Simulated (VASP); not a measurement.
A run of VASP 6.6.1:

File INCAR:

```
SYSTEM = MnSb
ALGO     = Normal         ! electronic algorithm
EDIFF    = 1E-6           ! SCF threshold, eV
ENCUT    = 520            ! plane-wave cutoff, eV
GGA      = PE             ! functional
ISIF     = 2              ! what is computed and relaxed
ISMEAR   = 0              ! smearing method
LASPH    = .True.         ! aspherical terms in the spheres
LCHARG   = .False.        ! write CHGCAR
LREAL    = .False.        ! projectors in reciprocal space
LWAVE    = .False.        ! write WAVECAR
NBANDS   = 16             ! bands
NELM     = 80             ! most SCF steps
PREC     = Accurate       ! precision mode
SIGMA    = 0.1            ! smearing width, eV
```

Contents of KPOINTS:

```
k-points
0
Gamma
  12 12 12
  0 0 0
```

POSCAR

```
MnSb
1.0
    3.4079075536      0.0000000000      0.0000000000
    0.0000000000      3.4079075536      0.0000000000
    0.0000000000      0.0000000000      3.4079075536
Mn Sb
1 1
Direct
    0.0000000000      0.0000000000      0.0000000000
    0.5000000000      0.5000000000      0.5000000000
```

Potentials or basis: VASP PAW PBE potentials, release 64 (Mn_pv, Sb).

The run is started by

```sh
$ cat potpaw_PBE.64/Mn_pv/POTCAR potpaw_PBE.64/Sb/POTCAR > POTCAR
$ mpirun -np 1 vasp_std > vasp.out
```

Hardware: 1 thread of Intel(R) Xeon(R) Platinum 8259CL CPU @ 2.50GHz (Skylake/Cascade Lake), with other jobs on the host.

Question: Estimate the wall time of this run.

Answer: It took 45 s on 1 thread of Intel(R) Xeon(R) Platinum 8259CL CPU @ 2.50GHz (Skylake/Cascade Lake), with other jobs on the host, peak memory 0.19 GiB. Counts: scf iterations 14, k points 84.
